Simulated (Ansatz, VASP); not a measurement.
**CoSi in VASP and in Ansatz**

```
Co Si
1.0
     2.36711    0.00000    0.00000
    -1.18355    2.04998    0.00000
     0.00000    0.00000    3.29586
Co Si
1 1
Direct
  0.00000 0.00000 0.00000
  0.33333 0.66667 0.50000
```

Change from the starting cell: volume scaled by 0.64, PAW files.

Alike in both runs: task single point; functional PBE; k mesh 16 × 16 × 14; occupations fermi-dirac, width 0.05 eV; no spin polarisation.

```csv
,VASP,Ansatz
version,VASP 6.6.1,Ansatz 0.2.0
potentials or method,"VASP PAW PBE potentials, release 64 (Co_sv, Si)","PAW with Ansatz's default frozen-core files, scalar-relativistic"
plane-wave cutoff (eV),690,420
valence electrons in the cell,21,21
```

|  | VASP | Ansatz | Ansatz less VASP |
| --- | --- | --- | --- |
| pressure (GPa) | 142.4 | 143.5 | +1.08 |
| traceless stress, the component that is largest in VASP (GPa) | 0.32 | 0.09 | -0.226 |

Both programs put the cell under a high pressure, so it lies far from rest at this level.

Noted on VASP's run: the cell as given lies far from equilibrium.
